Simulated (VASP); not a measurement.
Set up this calculation in VASP 6.6.1, as the native input.

```yaml
Task: single point
Functional: PBE
Potentials_or_basis: VASP PAW PBE potentials, release 64 (Ni, Mo_sv, Pd, Ir, W_sv)
Cutoff: 520 eV
k_mesh: 6 × 6 × 4
Occupations: fermi-dirac, width 0.05 eV
Spin: collinear spin, ferromagnetic start
Starting_moments: "[1.0, 1.0, 0.0, 0.6, 0.0] μB"
Dipole_correction: no
Further_INCAR_settings: ALGO = Fast; EDIFF = 1e-07; NBANDS = 40
```

The structure of NiMoIrPdW lies in POSCAR:

```
NiMoIrPdW
1.0
    4.0330049889      0.0000000000      0.0000000000
   -2.0165073924      3.4926848830      0.0000000000
    0.0000000000      0.0000000000      5.3346300308
Ni Mo Pd Ir W
1 1 1 1 1
Direct
    0.0000000000      0.0000000000      0.9577500000
    0.6666700000      0.3333300000      0.9616100000
    0.6666700000      0.3333300000      0.4629500000
    0.3333300000      0.6666700000      0.7257200000
    0.3333300000      0.6666700000      0.2364200000
```

This cell differs from its parent crystal: volume scaled by 0.94.

The input as run:

INCAR

```
  ALGO = Fast
  EDIFF = 1E-7
  ENCUT = 520
  GGA = PE
  ISIF = 2
  ISMEAR = -1
  ISPIN = 2
  LASPH = True
  LCHARG = True
  LELF = True
  LMAXMIX = 4
  LORBIT = 11
  LREAL = False
  LVHAR = True
  LWAVE = False
  MAGMOM = 1 1 0 0.6 0
  NBANDS = 40
  NELM = 150
  PREC = Accurate
  SIGMA = 0.05
```

KPOINTS

```
k-points
0
Gamma
  6 6 4
```

Potentials or basis: VASP PAW PBE potentials, release 64 (Ni, Mo_sv, Pd, Ir, W_sv).

Run with:

```sh
$ cat potpaw_PBE.64/Ni/POTCAR potpaw_PBE.64/Mo_sv/POTCAR potpaw_PBE.64/Pd/POTCAR potpaw_PBE.64/Ir/POTCAR potpaw_PBE.64/W_sv/POTCAR > POTCAR
$ mpirun -np 1 vasp_std > vasp.out
```

Results of the run:

| Item | Value |
| --- | --- |
| Pressure | 16.3 GPa |
| Largest force | 0.345 eV/Å |
| Net moment | 0.00 μB per cell |
| Valence electrons inside the program's atomic spheres | Ni 9.58; Mo 12.73; Pd 9.73; Ir 8.49; W 11.99 |

Run time: 11 min on 1 thread of Oxide Virtual Turin-like Processor, on a shared host, peak memory 0.37 GiB.
